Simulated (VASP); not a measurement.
# N (P4_2/mnm) in VASP: a series of runs, part 2 of 2

VASP 6.6.1. The steps go on from the part before.

## Step 3: Relaxation of shape and atoms at fixed volume, PBE+D3(BJ) (21.65 Å³/atom)

This run uses another cell than the first one, of 21.65 Å³/atom.

INCAR reads:

```
SYSTEM = N
PREC = Accurate
ENCUT = 600
EDIFF = 1E-7
ISMEAR = 0
SIGMA = 0.02
LREAL = .FALSE.
LASPH = .TRUE.
NELM = 60
ALGO = Normal
ISIF = 4
LWAVE = .FALSE.
LCHARG = .FALSE.
GGA = PE
IVDW = 12
IBRION = 2
NSW = 50
EDIFFG = -0.01
```

KPOINTS reads:

```
regular mesh
0
G
  6 6 4
  0 0 0
```

POSCAR reads:

```
N
1.0
    4.0529566160      0.0000000000      0.0000000000
    0.0000000000      4.0529566160      0.0000000000
    0.0000000000      0.0000000000      5.2711670144
N
4
Direct
    0.9048713889      0.9048713889      0.0000000000
    0.5951286111      0.4048713889      0.5000000000
    0.0951286111      0.0951286111      0.0000000000
    0.4048713889      0.5951286111      0.5000000000
```

Potentials or basis: VASP PAW PBE potentials, release 64 (N).

Run with:

```
$ cat potpaw_PBE.64/N/POTCAR > POTCAR
$ mpirun -np 1 vasp_std > vasp.out
```

OUTCAR:

```text
SYSTEM = N
   PREC = Accurate
   ENCUT = 600
   EDIFF = 1E-7
   ISMEAR = 0
   LREAL = .FALSE.
   LASPH = .TRUE.
   NELM = 60
   ISIF = 4
   GGA = PE
   IVDW = 12
   IBRION = 2
   NSW = 50
   EDIFFG = -0.01
 IVDW          = 12

 ion  position               nearest neighbor table
   1  0.905  0.905  0.000-   3 1.09
   2  0.595  0.405  0.500-   4 1.09
   3  0.095  0.095  0.000-   1 1.09
   4  0.405  0.595  0.500-   2 1.09

  LATTYP: Found a simple tetragonal cell.
 ALAT       =     4.0529566160
 C/A-ratio  =     1.3005732639

  Lattice vectors:

 A1 = (   4.0529566160,   0.0000000000,   0.0000000000)
 A2 = (   0.0000000000,   4.0529566160,   0.0000000000)
 A3 = (   0.0000000000,   0.0000000000,   5.2711670144)

Analysis of symmetry for initial positions (statically):
=====================================================================
 Subroutine PRICEL returns:
 Original cell was already a primitive cell.

 Routine SETGRP: Setting up the symmetry group for a
 simple tetragonal supercell.

 Subroutine GETGRP returns: Found 16 space group operations
 (whereof  8 operations were pure point group operations)
 out of a pool of 16 trial point group operations.

The static configuration has the point symmetry D_2h.
 The point group associated with its full space group is D_4h.

Analysis of symmetry for dynamics (positions and initial velocities):
=====================================================================
 Subroutine PRICEL returns:
 Original cell was already a primitive cell.

 Routine SETGRP: Setting up the symmetry group for a
 simple tetragonal supercell.

 Subroutine GETGRP returns: Found 16 space group operations
 (whereof  8 operations were pure point group operations)
 out of a pool of 16 trial point group operations.

The dynamic configuration has the point symmetry D_2h.
 The point group associated with its full space group is D_4h.

 Subroutine INISYM returns: Found 16 space group operations
 (whereof  8 operations are pure point group operations),
 and found     1 'primitive' translations

[... 114 lines left out ...]
   EFERMI_NEDOS =   21; number of points for ismear=-14 and -15
   IALGO  =     38    algorithm
   IMIX   =      4    mixing-type and parameters
     AMIX     =   0.40;   BMIX     =  1.00
     AMIX_MAG =   1.60;   BMIX_MAG =  1.00
  volume/ion in A,a.u.               =      21.65       146.08
  Fermi-wavevector in a.u.,A,eV,Ry     =   1.004465  1.898163 13.727584  1.008949
  Thomas-Fermi vector in A             =   2.137082
   LORBIT       =      0    0 simple, 1 ext, 2 COOP (PROOUT), +10 PAW based schemes
   GGA     = PE    functional components
   LHFCALC =     F    Hartree Fock is set to
   AEXX    =    0.0000 exact exchange contribution
   IVDW    =    12    specifies the selected vdW correction
   LEPSILON=     F    determine dielectric tensor
   LRPA    =     F    only Hartree local field effects (RPA)
 conjugate gradient relaxation of ions
 non-spin polarized calculation
 Gauss-broadening in eV      SIGMA  =   0.02
  energy-cutoff  :      600.00
  volume of cell :       86.59
 maximum number of plane-waves:      2920
   NGX = 17   NGY = 17   NGZ = 21

--------------------------------------- Ionic step        1  -------------------------------------------

 number of electron      20.0000007 magnetization

 Free energy of the ion-electron system (eV)
  ---------------------------------------------------
  ext. energy  EPLUGINS =         0.00000000
  ---------------------------------------------------
  free energy    TOTEN  =       -33.25123754 eV

  energy without entropy =      -33.25123754  energy(sigma->0) =      -33.25123754

------------------------ aborting loop because EDIFF is reached ----------------------------------------

 Edisp (eV)   -0.23024

 E8    (eV) :    -0.0552
[... 201 lines left out ...]
--------------------------------------- Ionic step        6  -------------------------------------------

 number of electron      20.0000004 magnetization

 Free energy of the ion-electron system (eV)
  ---------------------------------------------------
  ext. energy  EPLUGINS =         0.00000000
  ---------------------------------------------------
  free energy    TOTEN  =       -33.32573446 eV

  energy without entropy =      -33.32573446  energy(sigma->0) =      -33.32573446

 E-fermi :  -6.1779     XC(G=0):  -6.6001

 val. band max:       -6.2823908835   @ k =   0.5000   0.5000   0.5000
 cond. band min:       0.4702167005   @ k =   0.0000   0.0000   0.0000
 fundamental gap:      6.7526075840
 Fermi energy:        -6.1779373201

 k-point     1 :       0.0000    0.0000    0.0000
  band No.  band energies     occupation
      1     -24.5918      2.00000
      2     -24.5189      2.00000
      3      -9.7333      2.00000
      4      -9.7333      2.00000
      5      -8.2902      2.00000
      6      -7.6745      2.00000
      7      -7.6745      2.00000
      8      -7.5680      2.00000
      9      -7.3353      2.00000
     10      -6.4856      2.00000
     11       0.4702      0.00000
     12       1.3918      0.00000
     13       1.7557      0.00000
     14       1.7557      0.00000
[... 377 lines left out ...]
      1     -24.5414      2.00000
      2     -24.5414      2.00000
      3     -10.0127      2.00000
      4     -10.0127      2.00000
      5      -8.0459      2.00000
      6      -8.0459      2.00000
      7      -7.6722      2.00000
      8      -7.6722      2.00000
      9      -6.5835      2.00000
     10      -6.5835      2.00000
     11       1.1672      0.00000
     12       1.1672      0.00000
     13       1.8592      0.00000
     14       1.8592      0.00000

 [... further k-points ...]

------------------------ aborting loop because EDIFF is reached ----------------------------------------

 Edisp (eV)   -0.23059

 E8    (eV) :    -0.0553
[... 27 lines left out ...]
  FREE ENERGIE OF THE ION-ELECTRON SYSTEM (eV)
  ---------------------------------------------------
  free  energy   TOTEN  =       -33.5563279000 eV

  energy  without entropy=      -33.5563279000  energy(sigma->0) =      -33.55632790

 reached required accuracy - stopping structural energy minimisation
```

CONTCAR:

```text
N
   1.00000000000000
     4.0559580987534316   -0.0000000000000000    0.0000000000000000
     0.0000000000000000    4.0559580987534316    0.0000000000000000
     0.0000000000000000    0.0000000000000000    5.2633683821321142
  N
     4
Direct
     0.9030486003885235    0.9030486003885235    0.0000000000000000
     0.5969513996114765    0.4030486003885235    0.5000000000000000
     0.0969513996114765    0.0969513996114765    0.0000000000000000
     0.4030486003885235    0.5969513996114765    0.5000000000000000

  0.00000000E+00  0.00000000E+00  0.00000000E+00
  0.00000000E+00  0.00000000E+00  0.00000000E+00
  0.00000000E+00  0.00000000E+00  0.00000000E+00
  0.00000000E+00  0.00000000E+00  0.00000000E+00
```

Wall time 3.1 min (1 thread of Intel Xeon 8259CL, shared host); peak memory 0.21 GiB.

What came out:

```yaml
Free_energy: -33.5563 eV
Pressure_after_relaxing: -0.1 GPa
Largest_force_after_relaxing: 0.008 eV/Å
Band_gap_on_the_k_mesh: 6.75 eV (least direct gap 6.96 eV)
Dispersion_energy_per_atom: -0.058 eV
```

Forces on the atoms (eV/Å):
```
N    0.005  0.005  0.000
N   -0.005  0.005  0.000
N   -0.005 -0.005  0.000
N    0.005 -0.005  0.000
```

Final structure:
```cif
data_structure
_symmetry_space_group_name_H-M 'P 1'
_symmetry_Int_Tables_number 1
_cell_length_a 4.0560
_cell_length_b 4.0560
_cell_length_c 5.2634
_cell_angle_alpha 90.000
_cell_angle_beta 90.000
_cell_angle_gamma 90.000
_cell_volume 86.59
loop_
_atom_site_label
_atom_site_type_symbol
_atom_site_fract_x
_atom_site_fract_y
_atom_site_fract_z
_atom_site_occupancy
N1 N 0.90305 0.90305 0.00000 1
N2 N 0.59695 0.40305 0.50000 1
N3 N 0.09695 0.09695 0.00000 1
N4 N 0.40305 0.59695 0.50000 1
```

Caveat: the standard files for N, O and F lose accuracy on very short bonds. A k mesh can miss the band edges.

## Step 4: Relaxation of shape and atoms at fixed volume, PBE+D3(BJ) (22.99 Å³/atom)

This run uses another cell than the first one, of 22.99 Å³/atom.

INCAR reads:

```
SYSTEM = N
PREC = Accurate
ENCUT = 600
EDIFF = 1E-6
ISMEAR = 0
SIGMA = 0.02
LREAL = .False.
LASPH = .True.
NELM = 80
ALGO = Normal
ISIF = 4
LWAVE = .False.
LCHARG = .False.
GGA = PE
IVDW = 12
IBRION = 2
NSW = 50
EDIFFG = -0.01
```

KPOINTS reads:

```
regular mesh
0
Gamma
  6 6 4
  0 0 0
```

POSCAR reads:

```
N
1.0
    4.1348565932      0.0000000000      0.0000000000
    0.0000000000      4.1348565932      0.0000000000
    0.0000000000      0.0000000000      5.3776839350
N
4
Direct
    0.9048713889      0.9048713889      0.0000000000
    0.5951286111      0.4048713889      0.5000000000
    0.0951286111      0.0951286111      0.0000000000
    0.4048713889      0.5951286111      0.5000000000
```

Potentials or basis: VASP PAW PBE potentials, release 64 (N).

Run with:

```
$ cat potpaw_PBE.64/N/POTCAR > POTCAR
$ mpirun -np 1 vasp_std > vasp.out
```

OUTCAR:

```text
SYSTEM = N
   PREC = Accurate
   ENCUT = 600
   EDIFF = 1E-6
   ISMEAR = 0
   LREAL = .False.
   LASPH = .True.
   NELM = 80
   ISIF = 4
   GGA = PE
   IVDW = 12
   IBRION = 2
   NSW = 50
   EDIFFG = -0.01
 IVDW          = 12

 ion  position               nearest neighbor table
   1  0.905  0.905  0.000-   3 1.11
   2  0.595  0.405  0.500-   4 1.11
   3  0.095  0.095  0.000-   1 1.11
   4  0.405  0.595  0.500-   2 1.11

  LATTYP: Found a simple tetragonal cell.
 ALAT       =     4.1348565932
 C/A-ratio  =     1.3005732639

  Lattice vectors:

 A1 = (   4.1348565932,   0.0000000000,   0.0000000000)
 A2 = (   0.0000000000,   4.1348565932,   0.0000000000)
 A3 = (   0.0000000000,   0.0000000000,   5.3776839350)

Analysis of symmetry for initial positions (statically):
[... 270 lines left out ...]
  ---------------------------------------------------
  free energy    TOTEN  =       -33.34468125 eV

  energy without entropy =      -33.34468125  energy(sigma->0) =      -33.34468125

 E-fermi :  -6.4436     XC(G=0):  -6.3802

 val. band max:       -6.5352321194   @ k =   0.5000   0.5000   0.5000
 cond. band min:       0.3406810347   @ k =   0.0000   0.0000   0.0000
 fundamental gap:      6.8759131541
 Fermi energy:        -6.4436210633

 k-point     1 :       0.0000    0.0000    0.0000
  band No.  band energies     occupation
      1     -24.7997      2.00000
      2     -24.7417      2.00000
      3      -9.9760      2.00000
      4      -9.9760      2.00000
      5      -8.4550      2.00000
      6      -7.9234      2.00000
      7      -7.9234      2.00000
      8      -7.8301      2.00000
      9      -7.4677      2.00000
     10      -6.7104      2.00000
     11       0.3407      0.00000
     12       1.1801      0.00000
     13       1.5147      0.00000
     14       1.5147      0.00000
[... 377 lines left out ...]
      1     -24.7595      2.00000
      2     -24.7595      2.00000
      3     -10.2079      2.00000
      4     -10.2079      2.00000
      5      -8.2524      2.00000
      6      -8.2524      2.00000
      7      -7.9200      2.00000
      8      -7.9200      2.00000
      9      -6.7984      2.00000
     10      -6.7984      2.00000
     11       0.9718      0.00000
     12       0.9718      0.00000
     13       1.6069      0.00000
     14       1.6069      0.00000

 [... further k-points ...]

------------------------ aborting loop because EDIFF is reached ----------------------------------------

 Edisp (eV)   -0.21213

 E8    (eV) :    -0.0502
[... 27 lines left out ...]
  FREE ENERGIE OF THE ION-ELECTRON SYSTEM (eV)
  ---------------------------------------------------
  free  energy   TOTEN  =       -33.5568160709 eV

  energy  without entropy=      -33.5568160709  energy(sigma->0) =      -33.55681607

 reached required accuracy - stopping structural energy minimisation
```

It took 95 s on 1 thread of Intel Xeon 8259CL, shared host; peak memory 0.25 GiB.

Results:

| Property | Result |
| --- | --- |
| Free energy | -33.5568 eV |
| Energy gained by relaxing | 0.0 meV/atom |
| Ionic steps | 3 |
| Pressure after relaxing | -0.3 GPa |
| Largest force after relaxing | 0.005 eV/Å |
| Band gap on the k mesh | 6.88 eV (least direct gap 7.05 eV) |
| Dispersion energy per atom | -0.053 eV |

Forces in eV/Å, atoms in the order of the input:
```
N   -0.003 -0.003  0.000
N    0.003 -0.003  0.000
N    0.003  0.003  0.000
N   -0.003  0.003  0.000
```

Final structure:
```
CELL_PARAMETERS angstrom
4.13477 0.00000 0.00000
0.00000 4.13477 0.00000
0.00000 0.00000 5.37790
ATOMIC_POSITIONS crystal
N 0.90489 0.90489 0.00000
N 0.59511 0.40489 0.50000
N 0.09511 0.09511 0.00000
N 0.40489 0.59511 0.50000
```

Caveat: the standard files for N, O and F lose accuracy on very short bonds.

## Step 5: Summary

```tsv
cell	gap on the mesh (eV)	pressure (GPa)	relaxed volume (Å³/atom)	largest force (eV/Å)
relaxed from a = 4.014, b = 4.014, c = 5.209 Å, 4 atoms, atomic positions A	6.68	0.0	20.98	0.01
relaxed from a = 4.053, b = 4.053, c = 5.271 Å, 4 atoms, atomic positions B	6.75	-0.1	21.65	0.01
relaxed from a = 4.135, b = 4.135, c = 5.378 Å, 4 atoms, atomic positions B	6.88	-0.3	22.99	-
```

Alike in all rows: task relaxation of shape and atoms at fixed volume; level PBE+D3(BJ); potentials or basis VASP PAW PBE potentials, release 64 (N); no spin polarisation; k mesh 6 × 6 × 4; cutoff (eV) 600; smearing gaussian 0.02 eV.

Caveats: the standard files for N, O and F lose accuracy on very short bonds.

Absolute energies hang on the potentials; compare differences alone.
